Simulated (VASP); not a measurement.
# Si18HC18 (a cell with a defect) in VASP: notebook

Runs on Si18HC18 (a cell with a defect). Level: PBE. Tasks: single point.

Everything below comes from runs of VASP 6.6.1. Logs are shortened: lines on timing, memory, paths and dates and some standing lists are left out, and cuts for length are marked.

## (1) The cell of the first run

The cell holds a defect, 37 atoms: a = 7.378 Å, b = 7.378 Å, c = 7.378 Å, α = 77.90°, β = 77.90°, γ = 77.90°.

## (2) Single point, PBE (with an interstitial atom, then relaxed in part)

Input file INCAR:

```
SYSTEM = Si18HC18
PREC = Accurate ; ENCUT = 520
EDIFF = 1E-7 ; ISMEAR = 0
SIGMA = 0.01 ; LREAL = Auto
LASPH = .True. ; NELM = 80
ALGO = Normal ; ISIF = 2
LWAVE = .False. ; LCHARG = .True.
GGA = PE ; LELF = .True.
LVHAR = .True. ; NELECT = 146.0
NBANDS = 96
```

Input file KPOINTS:

```
Automatic mesh
0
Gamma
  2 2 2
  0.5 0.5 0.5
```

Input file POSCAR:

```
Si18HC18
1.0
    0.0000000000      5.3553911397      5.0742922929
   -4.6379047741     -2.6776955698      5.0742922929
    4.6379047741     -2.6776955698      5.0742922929
Si C H
18 18 1
Direct
    0.3903030605      0.7214735358      0.3872950074
    0.7213129573      0.7205836416      0.0536431398
    0.3902996874      0.3895897351      0.7191765204
    0.3923105948      0.0573175413      0.0550287982
    0.7222001670      0.3895831324      0.3872844103
    0.0566734727      0.7205826881      0.7182905624
    0.0580529062      0.3915867722      0.0550342740
    0.7213169134      0.0559353897      0.7182936809
    0.0580413886      0.0573041112      0.3893006995
    0.4451387894      0.7770248871      0.7747267667
    0.7777458237      0.7770309923      0.4421228115
    0.4438230866      0.4431427236      0.1093992151
    0.4438172782      0.1116857923      0.4408594204
    0.7777515876      0.4444178716      0.7747379580
    0.1074124485      0.7938511827      0.1043678138
    0.1124128336      0.4431063290      0.4408350224
    0.7943930895      0.1067257917      0.1044419756
    0.1074170603      0.1066526337      0.7915884708
    0.5154449796      0.8471431039      0.5124251623
    0.8419812589      0.8413206362      0.1818374481
    0.5154465318      0.5147155831      0.8448556842
    0.5198252448      0.1803957510      0.1781097552
    0.8478691147      0.5147115278      0.5124216954
    0.1848786292      0.8412589043      0.8389689048
    0.1810920636      0.5191179771      0.1780976596
    0.8419795750      0.1841382885      0.8390230094
    0.1810805162      0.1803712312      0.5168519852
    0.2370713304      0.5684964966      0.5662067806
    0.5692258493      0.5685027026      0.2340536196
    0.2404373671      0.2397068499      0.9012376358
    0.2404324281      0.9035372920      0.2374055169
    0.5692289987      0.2363381645      0.5662153229
    0.9032888189      0.5691093161      0.9002666622
    0.9042360795      0.2396819077      0.2373821104
    0.5698350730      0.9025568494      0.9002639325
    0.9032806450      0.9025525755      0.5668215120
    0.0426792192      0.0418373171      0.0395478323
```

Potentials or basis: VASP PAW PBE potentials, release 64 (Si, C, H).

On the command line:

```
$ cat potpaw_PBE.64/Si/POTCAR potpaw_PBE.64/C/POTCAR potpaw_PBE.64/H/POTCAR > POTCAR
$ mpirun -np 1 vasp_std > vasp.out
```

OUTCAR:

```text
SYSTEM = Si18HC18
   PREC = Accurate
   ENCUT = 520
   EDIFF = 1E-7
   ISMEAR = 0
   LREAL = Auto
   LASPH = .True.
   NELM = 80
   ISIF = 2
   GGA = PE
   NELECT = 146.0

 ion  position               nearest neighbor table
   1  0.390  0.721  0.387-  31 1.88  28 1.89  29 1.89  19 1.91   3 3.08   5 3.08   6 3.08   2 3.08
                            10 3.09  11 3.09   9 3.10   4 3.10  13 3.10  12 3.11  16 3.11  15 3.14
   2  0.721  0.721  0.054-  20 1.88  29 1.89  33 1.90  35 1.90   5 3.08   1 3.08   4 3.09   7 3.09
                            12 3.10  14 3.10  10 3.10  11 3.10   8 3.11   6 3.11  17 3.12  15 3.12
   3  0.390  0.390  0.719-  30 1.88  28 1.89  32 1.89  21 1.91   1 3.08   5 3.08   6 3.08   8 3.08
                            10 3.09  14 3.09   7 3.10   4 3.10  12 3.10  13 3.11  16 3.11  18 3.14
   4  0.392  0.057  0.055-  22 1.90  31 1.90  30 1.90  35 1.90  12 3.07  13 3.07  18 3.07  15 3.07
                             2 3.09   8 3.09   1 3.10   3 3.10   7 3.10   9 3.10  10 3.13
   5  0.722  0.390  0.387-  34 1.88  29 1.89  32 1.89  23 1.91   1 3.08   3 3.08   2 3.08   8 3.08
                            11 3.09  14 3.09   7 3.10   9 3.10  16 3.10  12 3.11  13 3.11  17 3.14
   6  0.057  0.721  0.718-  24 1.88  28 1.89  36 1.90  33 1.90   3 3.08   1 3.08   9 3.09   7 3.09
                            16 3.10  14 3.10  11 3.10  10 3.10   8 3.11   2 3.11  15 3.12  18 3.12
   7  0.058  0.392  0.055-  25 1.90  30 1.90  34 1.90  33 1.90  12 3.07  16 3.07  18 3.07  17 3.07
                             2 3.09   6 3.09   5 3.10   3 3.10   4 3.10   9 3.10  14 3.13
   8  0.721  0.056  0.718-  26 1.88  32 1.89  36 1.90  35 1.90   5 3.08   3 3.08   9 3.09   4 3.09
                            13 3.10  11 3.10  10 3.10  14 3.10   2 3.11   6 3.11  17 3.12  18 3.12
   9  0.058  0.057  0.389-  27 1.90  31 1.90  34 1.90  36 1.90  13 3.07  16 3.07  15 3.07  17 3.07
                             6 3.09   8 3.09   1 3.10   5 3.10   4 3.10   7 3.10  11 3.13
  10  0.445  0.777  0.775-  24 1.86  19 1.89  21 1.89  35 1.91  11 3.09  14 3.09   1 3.09   3 3.09
                            18 3.10  15 3.10   8 3.10   2 3.10  13 3.10  12 3.10   6 3.10   4 3.13
  11  0.778  0.777  0.442-  20 1.86  19 1.89  23 1.89  36 1.91  10 3.09  14 3.09   1 3.09   5 3.09
                            17 3.10  15 3.10   8 3.10   6 3.10  13 3.10  16 3.10   2 3.10   9 3.13
[... 14 lines left out ...]
  19  0.515  0.847  0.512-  11 1.89  10 1.89  13 1.90   1 1.91
  20  0.842  0.841  0.182-  11 1.86   2 1.88  17 1.90  15 1.90
  21  0.515  0.515  0.845-  14 1.89  10 1.89  12 1.90   3 1.91
  22  0.520  0.180  0.178-  12 1.89  13 1.89   4 1.90  17 1.97
  23  0.848  0.515  0.512-  14 1.89  11 1.89  16 1.90   5 1.91
  24  0.185  0.841  0.839-  10 1.86   6 1.88  18 1.90  15 1.90
[... 10 lines left out ...]
  35  0.570  0.903  0.900-   2 1.90   8 1.90   4 1.90  10 1.91
  36  0.903  0.903  0.567-   8 1.90   6 1.90   9 1.90  11 1.91
  37  0.043  0.042  0.040-  18 1.78  15 1.78  17 1.78

  LATTYP: Found a trigonal (rhomboedric) cell.
 ALAT       =     7.3775779584
 COS(alpha) =     0.2096016303

  Lattice vectors:

 A1 = (   0.0000000000,   5.3553911397,   5.0742922929)
 A2 = (  -4.6379047741,  -2.6776955698,   5.0742922929)
 A3 = (   4.6379047741,  -2.6776955698,   5.0742922929)

Analysis of symmetry for initial positions (statically):
=====================================================================
 Subroutine PRICEL returns:
 Original cell was already a primitive cell.

 Routine SETGRP: Setting up the symmetry group for a
 trigonal (rhombohedral) supercell.

 Subroutine GETGRP returns: Found  1 space group operations
 (whereof  1 operations were pure point group operations)
 out of a pool of 12 trial point group operations.

The static configuration has the point symmetry C_1 .

Analysis of symmetry for dynamics (positions and initial velocities):
=====================================================================
 Subroutine PRICEL returns:
 Original cell was already a primitive cell.

 Routine SETGRP: Setting up the symmetry group for a
 trigonal (rhombohedral) supercell.

 Subroutine GETGRP returns: Found  1 space group operations
 (whereof  1 operations were pure point group operations)
 out of a pool of 12 trial point group operations.

The dynamic configuration has the point symmetry C_1 .

 Subroutine INISYM returns: Found  1 space group operations
 (whereof  1 operations are pure point group operations),
 and found     1 'primitive' translations

----------------------------------------------------------------------------------------

                                     Primitive cell

  volume of cell :     378.1027

  direct lattice vectors                    reciprocal lattice vectors
     0.000000000  5.355391140  5.074292293     0.000000000  0.124485150  0.065690606
    -4.637904774 -2.677695570  5.074292293    -0.107807302 -0.062242575  0.065690606
[... 68 lines left out ...]
 SYSTEM =  Si18HC18
   PREC   = accura    normal or accurate (medium, high low for compatibility)
   ISTART =      0    job   : 0-new  1-cont  2-samecut
   ICHARG =      2    charge: 1-file 2-atom 10-const
   ISPIN  =      1    spin polarized calculation?
   LNONCOLLINEAR =      F non collinear calculations
   LSORBIT =      F    spin-orbit coupling
   LASPH  =      T    aspherical Exc in radial PAW
   ENCUT  =  520.0 eV  38.22 Ry    6.18 a.u.  13.72 13.72 13.72*2*pi/ulx,y,z
   NELM   =     80;   NELMIN=  2; NELMDL= -5     # of ELM steps
   EDIFF  = 0.1E-06   stopping-criterion for ELM
   LREAL  =      T    real-space projection
   EDIFFG = 0.1E-05   stopping-criterion for IOM
   NSW    =      0    number of steps for IOM
   IBRION =     -1    ionic relax: 0-MD 1-quasi-New 2-CG
   NFREE  =      0    steps in history (QN), initial steepest desc. (CG)
   ISIF   =      2    stress and relaxation
   ISYM   =      2    0-nonsym 1-usesym 2-fastsym
   POTIM  = 0.5000    time-step for ionic-motion
   TEBEG  =    0.0;   TEEND  =   0.0 temperature during run
   PSTRESS=    0.0 pullay stress
   NELECT =     146.0000    total number of electrons
   NUPDOWN=      -1.0000    fix difference up-down
   EMIN   =  10.00;   EMAX   =-10.00  energy-range for DOS
   EFERMI =   0.00;   METHOD = LEGACY
   ISMEAR =     0;   SIGMA  =   0.01  broadening in eV -4-tet -1-fermi 0-gaus
   EFERMI_NEDOS =   21; number of points for ismear=-14 and -15
   IALGO  =     38    algorithm
   IMIX   =      4    mixing-type and parameters
     AMIX     =   0.40;   BMIX     =  1.00
     AMIX_MAG =   1.60;   BMIX_MAG =  1.00
  volume/ion in A,a.u.               =      10.22        68.96
  Fermi-wavevector in a.u.,A,eV,Ry     =   1.192127  2.252793 19.336149  1.421167
  Thomas-Fermi vector in A             =   2.328173
   LORBIT       =      0    0 simple, 1 ext, 2 COOP (PROOUT), +10 PAW based schemes
   GGA     = PE    functional components
   LHFCALC =     F    Hartree Fock is set to
   AEXX    =    0.0000 exact exchange contribution
   IVDW    =     0    specifies the selected vdW correction
   LEPSILON=     F    determine dielectric tensor
   LRPA    =     F    only Hartree local field effects (RPA)
 non-spin polarized calculation
 Gauss-broadening in eV      SIGMA  =   0.01
  energy-cutoff  :      520.00
  volume of cell :      378.10
 maximum number of plane-waves:     10189
 NGX is ok and might be reduce to    54
   NGX = 27   NGY = 27   NGZ = 27

 number of electron     145.9999999 magnetization

 Free energy of the ion-electron system (eV)
  ---------------------------------------------------
  ext. energy  EPLUGINS =         0.00000000
  ---------------------------------------------------
  free energy    TOTEN  =      -262.87065159 eV

  energy without entropy =     -262.87065159  energy(sigma->0) =     -262.87065159

 E-fermi :   8.5746     XC(G=0): -11.3490

 val. band max:        8.4703037199   @ k =   0.2500  -0.2500   0.2500
 cond. band min:      11.1452499649   @ k =   0.2500  -0.2500   0.2500
 fundamental gap:      2.6749462450
 Fermi energy:         8.5746422286

 k-point     1 :       0.2500    0.2500    0.2500
  band No.  band energies     occupation
      1      -7.1095      2.00000
      2      -5.6420      2.00000
      3      -5.5043      2.00000
      4      -5.5039      2.00000
      5      -4.9147      2.00000
      6      -4.8188      2.00000
[... 341 lines left out ...]
     84      13.1533      0.00000
     85      13.2063      0.00000
 [bands above 85 left out]

------------------------ aborting loop because EDIFF is reached ----------------------------------------

  FORCE on cell =-STRESS in cart. coord.  units (eV):
  Direction    XX          YY          ZZ          XY          YZ          ZX
  --------------------------------------------------------------------------------------
  -------------------------------------------------------------------------------------
  Total       13.2797602     13.2825704     16.9569950      0.0019712      0.0030917      0.0048940
  in kB       56.2718322     56.2837403     71.8537959      0.0083526      0.0131010      0.0207380
  external PRESSURE =      61.4697894 kB  Pullay stress =       0.0000000 kB

 VOLUME and BASIS-vectors are now :
 -----------------------------------------------------------------------------
  energy-cutoff  :      520.00
  volume of cell :      378.10
      direct lattice vectors                 reciprocal lattice vectors
     0.000000000  5.355391140  5.074292293     0.000000000  0.124485150  0.065690606
    -4.637904774 -2.677695570  5.074292293    -0.107807302 -0.062242575  0.065690606
     4.637904774 -2.677695570  5.074292293     0.107807302 -0.062242575  0.065690606

 POSITION                                       TOTAL-FORCE (eV/Angst)
 -----------------------------------------------------------------------------------
     -1.54989     -0.87872      7.60673        -0.001273     -0.000124      0.001138
     -3.09321      1.78977      7.58881        -0.002751      0.000390      0.004012
      1.52859     -0.87873      7.60670         0.001603      0.002138      0.003141
     -0.01061      1.80015      2.56078        -0.002069      0.003130     -0.003045
     -0.01066      1.78745      7.60671         0.003240      0.001815      0.000773
     -0.01063     -3.54936      7.58884        -0.001643     -0.003868      0.000519
[... 29 lines left out ...]
     -1.55709      0.90288     12.03954         0.007690     -0.002759      0.003251
     -0.01062      0.01064      0.62954        -0.000611     -0.002000      0.005653
 -----------------------------------------------------------------------------------
    total drift:                                0.015244     -0.012818      0.000519

  FREE ENERGIE OF THE ION-ELECTRON SYSTEM (eV)
  ---------------------------------------------------
  free  energy   TOTEN  =      -262.8706515881 eV

  energy  without entropy=     -262.8706515881  energy(sigma->0) =     -262.87065159
```

It took 2.6 min on 1 thread of Intel Xeon 6975P-C (Granite Rapids), shared host; peak memory 0.45 GiB.

Results:

```yaml
Free_energy: -262.8707 eV
Largest_force: 0.017 eV/Å
```

Forces on the atoms (eV/Å):
```
Si  -0.001  0.000  0.001
Si  -0.003  0.000  0.004
Si   0.002  0.002  0.003
Si  -0.002  0.003 -0.003
Si   0.003  0.002  0.001
Si  -0.002 -0.004  0.001
Si  -0.002 -0.001 -0.005
Si   0.001  0.001  0.003
Si  -0.002 -0.001 -0.004
Si   0.002 -0.006 -0.001
Si  -0.010  0.008 -0.005
Si  -0.004  0.004  0.002
Si   0.004  0.003  0.002
Si   0.008  0.005 -0.004
Si  -0.006 -0.007  0.005
Si   0.001 -0.003  0.001
Si  -0.001  0.016  0.005
Si   0.005 -0.008  0.003
C    0.006  0.004 -0.001
C   -0.005  0.003 -0.006
C   -0.007  0.002  0.002
C    0.004 -0.010 -0.001
C   -0.006 -0.005  0.002
C    0.003 -0.006 -0.002
C    0.002 -0.001  0.002
C    0.003  0.002 -0.002
C   -0.001  0.001  0.002
C   -0.001  0.004  0.000
C   -0.003  0.000 -0.003
C    0.004  0.001 -0.007
C    0.004  0.000 -0.003
C    0.000 -0.003  0.002
C   -0.005  0.000 -0.002
C    0.002 -0.002 -0.001
C    0.001  0.000  0.000
C    0.008 -0.003  0.003
H   -0.001 -0.002  0.006
```

Levels at points of the mesh, in eV from the Fermi level:
```tsv
k point	band 71	band 72	band 73	band 74	band 75	band 76
(0.25, 0.25, 0.25)	-0.64	-0.64	-0.54	2.79	2.85	2.85
```

Caveat: the cell carries a net charge on a neutralising background, which shifts energy and pressure; the cell differs from its parent crystal (with an interstitial atom, then relaxed in part); the cell is charged against a uniform background, so pressure and absolute levels hang on convention.

## (3) Single point, PBE, collinear spin (with an interstitial atom, then relaxed in part)

Input file INCAR:

```
PREC = Accurate
ENCUT = 520
EDIFF = 1E-7
ISMEAR = 0
SIGMA = 0.01
LREAL = Auto
LASPH = True
NELM = 150
ALGO = Normal
ISIF = 2
LWAVE = False
LCHARG = False
ISPIN = 2
MAGMOM = 0 0 0 0.1 0 0 0.1 0 0.1 0 0 0 0 0 0.1 0 0.1 0.1 0 0 0 0 0 0 0 0 0 0 0 0.1 0.1 0 0 0.1 0 0 0.1
LORBIT = 11
GGA = PE
NBANDS = 100
```

KPOINTS is that of step 2.

Input file POSCAR:

```
Si18HC18
1.0
    0.0000000000      5.3553911397      5.0742922929
   -4.6379047741     -2.6776955698      5.0742922929
    4.6379047741     -2.6776955698      5.0742922929
Si C H
18 18 1
Direct
    0.3901328826      0.7214127671      0.3878213871
    0.7219833897      0.7214275827      0.0535147560
    0.3901461557      0.3895826345      0.7196390737
    0.3913453594      0.0560586850      0.0543161783
    0.7219642059      0.3895920811      0.3878138760
    0.0558458915      0.7214410296      0.7196489637
    0.0566769641      0.3908746356      0.0542954761
    0.7219825906      0.0552555544      0.7196514992
    0.0566703235      0.0560653917      0.3890437816
    0.4451406544      0.7774847248      0.7757521364
    0.7780577201      0.7774980534      0.4428663402
    0.4447941384      0.4442428564      0.1094333341
    0.4448017190      0.1111445517      0.4425147642
    0.7780417965      0.4446469088      0.7757469126
    0.1105071913      0.7804837441      0.1081745081
    0.1117627862      0.4442177201      0.4425013007
    0.7810271000      0.1099552454      0.1082012309
    0.1105085577      0.1099078773      0.7787604178
    0.5149194993      0.8474519897      0.5126145206
    0.8454707666      0.8449805710      0.1802130899
    0.5148915954      0.5143318865      0.8457415761
    0.5158033069      0.1810236385      0.1792978777
    0.8480405952      0.5143269447      0.5125713930
    0.1825030227      0.8449678440      0.8432005234
    0.1815918316      0.5152443884      0.1792748281
    0.8454648812      0.1819602159      0.8432035186
    0.1815874376      0.1809854676      0.5135171877
    0.2369951855      0.5693100026      0.5675722479
    0.5698906449      0.5693005907      0.2346572046
    0.2382315754      0.2377035884      0.9017261484
    0.2382360371      0.9034818050      0.2359218107
    0.5698873207      0.2364082354      0.5675368248
    0.9034471333      0.5695704883      0.9011101109
    0.9040803426      0.2377189954      0.2358754293
    0.5701028760      0.9028575774      0.9011069807
    0.9034419895      0.9028852619      0.5677613129
    0.0513862257      0.0510604338      0.0491338700
```

Potentials or basis: VASP PAW PBE potentials, release 64 (Si, C, H).

On the command line:

```
$ cat potpaw_PBE.64/Si/POTCAR potpaw_PBE.64/C/POTCAR potpaw_PBE.64/H/POTCAR > POTCAR
$ mpirun -np 1 vasp_std > vasp.out
```

Run time: 12 min. Hardware: 1 thread of Oxide Virtual Turin-like, shared host; peak memory 0.62 GiB.

Results (log left out):

| Item | Value |
| --- | --- |
| Free energy | -271.4703 eV |
| Pressure | 1.0 GPa |
| Largest force | 0.020 eV/Å |
| Band gap on the k mesh | 0.51 eV |
| Net moment | 1.00 μB per cell |
| Site moments | Si +0.01, +0.00 (each value once); C +0.01, +0.03, +0.02, +0.00 (each value once); H +0.24 μB |
| Valence electrons inside the program's atomic spheres | Si 1.67, 1.66, 1.65 (each value once); C 2.54, 2.53, 2.52 (each value once); H 0.50 |

Forces in eV/Å, atoms in the order of the input:
```
Si  -0.003  0.000  0.000
Si   0.001 -0.002 -0.007
Si   0.007  0.000 -0.001
Si  -0.003 -0.003  0.008
Si   0.003  0.010 -0.003
Si  -0.001 -0.001 -0.009
Si   0.010  0.000 -0.007
Si  -0.002 -0.002 -0.004
Si  -0.009 -0.004 -0.004
Si   0.001  0.008  0.005
Si   0.002  0.001  0.000
Si   0.003  0.002  0.002
Si  -0.003  0.000  0.003
Si   0.000  0.001 -0.002
Si   0.016  0.001  0.007
Si   0.000 -0.003  0.000
Si  -0.003 -0.016  0.008
Si  -0.018 -0.001  0.007
C    0.004  0.004  0.001
C    0.005  0.006  0.001
C   -0.011  0.004  0.003
C    0.005  0.003 -0.004
C   -0.003 -0.005  0.009
C    0.005  0.003 -0.008
C   -0.003 -0.002  0.005
C   -0.002  0.005 -0.004
C    0.000 -0.002  0.001
C   -0.005 -0.004  0.003
C   -0.009 -0.006 -0.002
C    0.000  0.005 -0.004
C    0.002  0.003  0.000
C    0.003  0.003  0.004
C   -0.005  0.001 -0.001
C    0.003 -0.005  0.001
C    0.000  0.003 -0.004
C    0.009 -0.006  0.000
H    0.001  0.000 -0.008
```

Stress tensor (GPa, compression positive):
```
0.81 0.00 0.00
0.00 0.81 0.00
0.00 0.00 1.47
```

Levels at points of the mesh, in eV from the valence-band top:
Spin up:
```csv
k point,band 70,band 71,band 72,band 73,band 74,band 75,band 76,band 77
"(0.25, 0.25, 0.25)",-0.97,-0.43,-0.25,-0.25,3.31,3.31,3.32,3.45
```
Spin down:
| k point | band 69 | band 70 | band 71 | band 72 | band 73 | band 74 | band 75 | band 76 |
| --- | --- | --- | --- | --- | --- | --- | --- | --- |
| (0.25, 0.25, 0.25) | -0.97 | -0.95 | -0.23 | -0.23 | 0.51 | 3.33 | 3.33 | 3.34 |

Caveat: the cell differs from its parent crystal (with an interstitial atom, then relaxed in part).
